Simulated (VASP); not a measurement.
# Ge (I4_1/amd) in VASP: further runs, part 2 of 2

VASP 6.6.1. Earlier steps stand in the parts before.

### 3 Single point, PBE

This run uses another cell than the first one, of 22.98 Å³/atom.

Contents of INCAR:

```
SYSTEM = Ge
  PREC = Accurate
  ENCUT = 500
  EDIFF = 1E-6
  ISMEAR = 0
  SIGMA = 0.02
  LREAL = .False.
  LASPH = .True.
  NELM = 120
  ALGO = Normal
  ISIF = 2
  LWAVE = .False.
  LCHARG = .True.
  GGA = PE
  LELF = .True.
  LVHAR = .True.
  NBANDS = 21
  GGA_COMPAT = .False.
```

Contents of KPOINTS:

```
regular mesh
0
Gamma
  6 6 6
  0 0 0
```

Contents of POSCAR:

```
Ge
1.0
    0.0000000000      2.8289100000      2.8713436500
    2.8289100000      0.0000000000      2.8713436500
    2.8289100000      2.8289100000      0.0000000000
Ge
2
Direct
    0.0000000000      0.0000000000      0.0000000000
    0.2500000000      0.2500000000      0.2500000000
```

Potentials or basis: VASP PAW PBE potentials, release 64 (Ge_d).

Command:

```console
cat potpaw_PBE.64/Ge_d/POTCAR > POTCAR
mpirun -np 1 vasp_std > vasp.out
```

OUTCAR:

```text
SYSTEM = Ge
   PREC = Accurate
   ENCUT = 500
   EDIFF = 1E-6
   ISMEAR = 0
   LREAL = .False.
   LASPH = .True.
   NELM = 120
   ISIF = 2
   GGA = PE

 ion  position               nearest neighbor table
   1  0.000  0.000  0.000-   2 2.46   2 2.46   2 2.46   2 2.46
   2  0.250  0.250  0.250-   1 2.46   1 2.46   1 2.46   1 2.46

  LATTYP: Found a body centered tetragonal cell.
 ALAT       =     4.0006828887
 C/A-ratio  =     1.4354267658

  Lattice vectors:

 A1 = (  -2.8289100000,   0.0000000000,   2.8713436500)
 A2 = (   2.8289100000,   0.0000000000,   2.8713436500)
 A3 = (   0.0000000000,   2.8289100000,  -2.8713436500)

Analysis of symmetry for initial positions (statically):
=====================================================================
 Subroutine PRICEL returns:
 Original cell was already a primitive cell.

 Routine SETGRP: Setting up the symmetry group for a
 body centered tetragonal supercell.

 Subroutine GETGRP returns: Found 16 space group operations
 (whereof  8 operations were pure point group operations)
 out of a pool of 16 trial point group operations.

The static configuration has the point symmetry D_2d.
 The point group associated with its full space group is D_4h.

Analysis of symmetry for dynamics (positions and initial velocities):
=====================================================================
 Subroutine PRICEL returns:
 Original cell was already a primitive cell.

 Routine SETGRP: Setting up the symmetry group for a
 body centered tetragonal supercell.

 Subroutine GETGRP returns: Found 16 space group operations
 (whereof  8 operations were pure point group operations)
 out of a pool of 16 trial point group operations.

The dynamic configuration has the point symmetry D_2d.
 The point group associated with its full space group is D_4h.

 Subroutine INISYM returns: Found 16 space group operations
 (whereof  8 operations are pure point group operations),
 and found     1 'primitive' translations

----------------------------------------------------------------------------------------
[... 112 lines left out ...]
     AMIX     =   0.40;   BMIX     =  1.00
     AMIX_MAG =   1.60;   BMIX_MAG =  1.00
  volume/ion in A,a.u.               =      22.98       155.07
  Fermi-wavevector in a.u.,A,eV,Ry     =   1.387852  2.622659 26.206618  1.926132
  Thomas-Fermi vector in A             =   2.512033
   LORBIT       =      0    0 simple, 1 ext, 2 COOP (PROOUT), +10 PAW based schemes
   GGA     = PE    functional components
   LHFCALC =     F    Hartree Fock is set to
   AEXX    =    0.0000 exact exchange contribution
   IVDW    =     0    specifies the selected vdW correction
   LEPSILON=     F    determine dielectric tensor
   LRPA    =     F    only Hartree local field effects (RPA)
 non-spin polarized calculation
 Gauss-broadening in eV      SIGMA  =   0.02
  energy-cutoff  :      500.00
  volume of cell :       45.96
 maximum number of plane-waves:      1195
 NGX is ok and might be reduce to    30
   NGX = 15   NGY = 15   NGZ = 15

 number of electron      28.0000015 magnetization

 Free energy of the ion-electron system (eV)
  ---------------------------------------------------
  ext. energy  EPLUGINS =         0.00000000
  ---------------------------------------------------
  free energy    TOTEN  =        -8.97647144 eV

  energy without entropy =       -8.97636696  energy(sigma->0) =       -8.97641920

 E-fermi :   4.8972     XC(G=0):  -9.8467

 val. band max:        4.8971753927   @ k =   0.0000   0.0000   0.0000
 cond. band min:       4.8971760259   @ k =   0.0000   0.0000   0.0000
 fundamental gap:      0.0000006332
 Fermi energy:         4.8971757093

 k-point     1 :       0.0000    0.0000    0.0000
  band No.  band energies     occupation
      1     -19.9328      2.00000
      2     -19.9328      2.00000
      3     -19.9298      2.00000
      4     -19.8972      2.00000
      5     -19.8966      2.00000
      6     -19.6986      2.00000
[... 565 lines left out ...]
     20      16.4434      0.00000
     21      16.7430      0.00000

 [... further k-points ...]

------------------------ aborting loop because EDIFF is reached ----------------------------------------

  FORCE on cell =-STRESS in cart. coord.  units (eV):
  Direction    XX          YY          ZZ          XY          YZ          ZX
  --------------------------------------------------------------------------------------
  -------------------------------------------------------------------------------------
  Total        0.8095660      0.8095660      0.5277794      0.0000000      0.0000000      0.0000000
  in kB       28.2234036     28.2234036     18.3996512      0.0000000      0.0000000      0.0000000
  external PRESSURE =      24.9488195 kB  Pullay stress =       0.0000000 kB

 VOLUME and BASIS-vectors are now :
 -----------------------------------------------------------------------------
  energy-cutoff  :      500.00
  volume of cell :       45.96
      direct lattice vectors                 reciprocal lattice vectors
     0.000000000  2.828910000  2.871343650    -0.176746521  0.176746521  0.174134503
     2.828910000  0.000000000  2.871343650     0.176746521 -0.176746521  0.174134503
     2.828910000  2.828910000  0.000000000     0.176746521  0.176746521 -0.174134503

 POSITION                                       TOTAL-FORCE (eV/Angst)
 -----------------------------------------------------------------------------------
      0.00000      0.00000      0.00000         0.000000      0.000000      0.000000
      1.41446      1.41446      1.43567         0.000000      0.000000     -0.000000
 -----------------------------------------------------------------------------------
    total drift:                                0.000000      0.000000      0.000000

  FREE ENERGIE OF THE ION-ELECTRON SYSTEM (eV)
  ---------------------------------------------------
  free  energy   TOTEN  =        -8.9764714429 eV

  energy  without entropy=       -8.9763669633  energy(sigma->0) =       -8.97641920
```

OSZICAR:

```text
N       E                     dE             d eps       ncg     rms          rms(c)
DAV:   1     0.183090241919E+03    0.18309E+03   -0.14170E+04  1383   0.357E+03
DAV:   2     0.175208146792E+02   -0.16557E+03   -0.16010E+03  1260   0.593E+02
DAV:   3    -0.821533238902E+01   -0.25736E+02   -0.25564E+02  1475   0.140E+02
DAV:   4    -0.904815651765E+01   -0.83282E+00   -0.83223E+00  1405   0.293E+01
DAV:   5    -0.906194577254E+01   -0.13789E-01   -0.13789E-01  1465   0.417E+00    0.316E+00
DAV:   6    -0.900442040241E+01    0.57525E-01   -0.21215E-02  1446   0.143E+00    0.188E+00
DAV:   7    -0.897445313381E+01    0.29967E-01   -0.48290E-02  1381   0.196E+00    0.149E-01
DAV:   8    -0.897628949102E+01   -0.18364E-02   -0.61319E-03  1405   0.948E-01    0.427E-02
DAV:   9    -0.897644882631E+01   -0.15934E-03   -0.23293E-04  1415   0.206E-01    0.156E-02
DAV:  10    -0.897646947123E+01   -0.20645E-04   -0.40655E-05  1512   0.697E-02    0.617E-03
DAV:  11    -0.897647142141E+01   -0.19502E-05   -0.60993E-06  1460   0.403E-02    0.155E-03
DAV:  12    -0.897647144287E+01   -0.21455E-07   -0.16334E-07   890   0.701E-03
   1 F= -.89764714E+01 E0= -.89764192E+01  d E =-.104480E-03
```

stdout:

```text
POSCAR found type information on POSCAR Ge
 POSCAR found :  1 types and       2 ions
 scaLAPACK will be used
 LDA part: xc-table for (Slater+PW92), standard interpolation
 POSCAR, INCAR and KPOINTS ok, starting setup
 FFT: planning ... GRIDC
 FFT: planning ... GRID_SOFT
 FFT: planning ... GRID
 WAVECAR not read
 entering main loop
```

Run time: 44 s. Hardware: 1 thread of Intel Xeon 8259CL, shared host; peak memory 0.17 GiB.

What came out:

* Free energy: -8.9765 eV
* Pressure: 2.5 GPa
* Band gap on the k mesh: zero (filled and empty bands touch)

Levels at points of the mesh, in eV from the Fermi level:
| k point | band 11 | band 12 | band 13 | band 14 | band 15 | band 16 | band 17 | band 18 |
| --- | --- | --- | --- | --- | --- | --- | --- | --- |
| (0.00, 0.00, 0.00) | -12.70 | -0.14 | -0.12 | 0.00 | 0.00 | 2.48 | 2.48 | 2.56 |
| (0.50, 0.00, 0.00) | -10.64 | -7.57 | -1.49 | -1.36 | 0.10 | 3.66 | 3.74 | 7.09 |
| (0.50, 0.50, 0.00) | -8.92 | -8.92 | -2.99 | -2.99 | 0.81 | 0.81 | 9.34 | 9.34 |
| (0.50, 0.00, 0.50) | -8.84 | -8.84 | -3.10 | -3.10 | 0.69 | 0.69 | 9.35 | 9.35 |

Caveat: semilocal functionals underestimate gaps, so a narrow gap can read as zero.

### 4 Single point, PBE

This run uses another cell than the first one, of 23.32 Å³/atom.

Contents of INCAR:

```
PREC = Accurate
ENCUT = 500
EDIFF = 1E-6
ISMEAR = 0
SIGMA = 0.02
LREAL = False
LASPH = True
NELM = 120
ALGO = Normal
ISIF = 2
LWAVE = False
LCHARG = False
GGA = PE
NBANDS = 21
GGA_COMPAT = False
```

Contents of KPOINTS:

```
regular mesh
0
Gamma
  6 6 6
```

Contents of POSCAR:

```
Ge
1.0
    0.0000000000      2.8289100000      2.9137773000
    2.8289100000      0.0000000000      2.9137773000
    2.8289100000      2.8289100000      0.0000000000
Ge
2
Direct
    0.0000000000      0.0000000000      0.0000000000
    0.2500000000      0.2500000000      0.2500000000
```

Potentials or basis: VASP PAW PBE potentials, release 64 (Ge_d).

Command:

```console
cat potpaw_PBE.64/Ge_d/POTCAR > POTCAR
mpirun -np 1 vasp_std > vasp.out
```

OUTCAR:

```text
PREC = Accurate
   ENCUT = 500
   EDIFF = 1E-6
   ISMEAR = 0
   LREAL = False
   LASPH = True
   NELM = 120
   ISIF = 2
   GGA = PE

 ion  position               nearest neighbor table
   1  0.000  0.000  0.000-   2 2.47   2 2.47   2 2.47   2 2.47
   2  0.250  0.250  0.250-   1 2.47   1 2.47   1 2.47   1 2.47

  LATTYP: Found a body centered tetragonal cell.
 ALAT       =     4.0006828887
 C/A-ratio  =     1.4566399692

  Lattice vectors:

 A1 = (  -2.8289100000,   0.0000000000,   2.9137773000)
 A2 = (   2.8289100000,   0.0000000000,   2.9137773000)
 A3 = (   0.0000000000,   2.8289100000,  -2.9137773000)

Analysis of symmetry for initial positions (statically):
=====================================================================
 Subroutine PRICEL returns:
 Original cell was already a primitive cell.

 Routine SETGRP: Setting up the symmetry group for a
 body centered tetragonal supercell.

 Subroutine GETGRP returns: Found 16 space group operations
 (whereof  8 operations were pure point group operations)
 out of a pool of 16 trial point group operations.

The static configuration has the point symmetry D_2d.
 The point group associated with its full space group is D_4h.

Analysis of symmetry for dynamics (positions and initial velocities):
=====================================================================
 Subroutine PRICEL returns:
 Original cell was already a primitive cell.

 Routine SETGRP: Setting up the symmetry group for a
 body centered tetragonal supercell.

 Subroutine GETGRP returns: Found 16 space group operations
 (whereof  8 operations were pure point group operations)
 out of a pool of 16 trial point group operations.

The dynamic configuration has the point symmetry D_2d.
 The point group associated with its full space group is D_4h.

 Subroutine INISYM returns: Found 16 space group operations
 (whereof  8 operations are pure point group operations),
 and found     1 'primitive' translations

[... 110 lines left out ...]
   EFERMI_NEDOS =   21; number of points for ismear=-14 and -15
   IALGO  =     38    algorithm
   IMIX   =      4    mixing-type and parameters
     AMIX     =   0.40;   BMIX     =  1.00
     AMIX_MAG =   1.60;   BMIX_MAG =  1.00
  volume/ion in A,a.u.               =      23.32       157.36
  Fermi-wavevector in a.u.,A,eV,Ry     =   1.381081  2.609866 25.951563  1.907386
  Thomas-Fermi vector in A             =   2.505899
   LORBIT       =      0    0 simple, 1 ext, 2 COOP (PROOUT), +10 PAW based schemes
   GGA     = PE    functional components
   LHFCALC =     F    Hartree Fock is set to
   AEXX    =    0.0000 exact exchange contribution
   IVDW    =     0    specifies the selected vdW correction
   LEPSILON=     F    determine dielectric tensor
   LRPA    =     F    only Hartree local field effects (RPA)
 non-spin polarized calculation
 Gauss-broadening in eV      SIGMA  =   0.02
  energy-cutoff  :      500.00
  volume of cell :       46.64
 maximum number of plane-waves:      1203
 NGX is ok and might be reduce to    30
   NGX = 15   NGY = 15   NGZ = 15

 number of electron      28.0000009 magnetization

 Free energy of the ion-electron system (eV)
  ---------------------------------------------------
  ext. energy  EPLUGINS =         0.00000000
  ---------------------------------------------------
  free energy    TOTEN  =        -8.98118608 eV

  energy without entropy =       -8.98099044  energy(sigma->0) =       -8.98108826

 E-fermi :   4.7832     XC(G=0):  -9.7793

 val. band max:        4.5638317458   @ k =   0.0000   0.0000   0.0000
 cond. band min:       4.7952740477   @ k =   0.0000   0.0000   0.0000
 fundamental gap:      0.2314423019
 Fermi energy:         4.7831657087

 k-point     1 :       0.0000    0.0000    0.0000
  band No.  band energies     occupation
      1     -20.0555      2.00000
      2     -20.0555      2.00000
      3     -20.0497      2.00000
      4     -20.0203      2.00000
      5     -20.0191      2.00000
      6     -19.8331      2.00000
[... 565 lines left out ...]
     20      16.1973      0.00000
     21      16.5258      0.00000

 [... further k-points ...]

------------------------ aborting loop because EDIFF is reached ----------------------------------------

  FORCE on cell =-STRESS in cart. coord.  units (eV):
  Direction    XX          YY          ZZ          XY          YZ          ZX
  --------------------------------------------------------------------------------------
  -------------------------------------------------------------------------------------
  Total        0.6461486      0.6461486      0.0614178      0.0000000      0.0000000      0.0000000
  in kB       22.1982305     22.1982305      2.1099884      0.0000000      0.0000000      0.0000000
  external PRESSURE =      15.5021498 kB  Pullay stress =       0.0000000 kB

 VOLUME and BASIS-vectors are now :
 -----------------------------------------------------------------------------
  energy-cutoff  :      500.00
  volume of cell :       46.64
      direct lattice vectors                 reciprocal lattice vectors
     0.000000000  2.828910000  2.913777300    -0.176746521  0.176746521  0.171598564
     2.828910000  0.000000000  2.913777300     0.176746521 -0.176746521  0.171598564
     2.828910000  2.828910000  0.000000000     0.176746521  0.176746521 -0.171598564

 POSITION                                       TOTAL-FORCE (eV/Angst)
 -----------------------------------------------------------------------------------
      0.00000      0.00000      0.00000        -0.000000     -0.000000     -0.000000
      1.41446      1.41446      1.45689         0.000000      0.000000      0.000000
 -----------------------------------------------------------------------------------
    total drift:                                0.000000      0.000000      0.000000

  FREE ENERGIE OF THE ION-ELECTRON SYSTEM (eV)
  ---------------------------------------------------
  free  energy   TOTEN  =        -8.9811860767 eV

  energy  without entropy=       -8.9809904378  energy(sigma->0) =       -8.98108826
```

stdout:

```text
POSCAR found type information on POSCAR Ge
 POSCAR found :  1 types and       2 ions
 scaLAPACK will be used
 LDA part: xc-table for (Slater+PW92), standard interpolation
 POSCAR, INCAR and KPOINTS ok, starting setup
 FFT: planning ... GRIDC
 FFT: planning ... GRID_SOFT
 FFT: planning ... GRID
 WAVECAR not read
 entering main loop
```

It took 48 s on 1 thread of Intel Xeon 8259CL, shared host; peak memory 0.17 GiB.

Results:

```
Free energy            : -8.9812 eV
Pressure               : 1.6 GPa
Band gap on the k mesh : zero (filled and empty bands touch)
```

Stress tensor (GPa, compression positive):
```
2.22 0.00 0.00
0.00 2.22 0.00
0.00 0.00 0.21
```

Caveat: semilocal functionals underestimate gaps, so a narrow gap can read as zero.

### 5 The runs side by side

| cell | gap on the mesh (eV) | pressure (GPa) |
| --- | --- | --- |
| a = 3.971, b = 3.971, c = 4.001 Å, angles 59.8, 59.8, 60.5°, 2 atoms | 0.09 | 4.5 |
| a = 4.031, b = 4.031, c = 4.001 Å, angles 60.2, 60.2, 59.5°, 2 atoms | none | 2.5 |
| a = 4.061, b = 4.061, c = 4.001 Å, angles 60.5, 60.5, 59.0°, 2 atoms | none | 1.6 |

Alike in all rows: task single point; level PBE; potentials or basis VASP PAW PBE potentials, release 64 (Ge_d); no spin polarisation; k mesh 6 × 6 × 6; cutoff (eV) 500; smearing gaussian 0.02 eV.

Caveats: semilocal functionals underestimate gaps, so a narrow gap can read as zero (at least some runs); the cell stands under pressure (at least some runs).

Absolute energies hang on the potentials; compare differences alone.
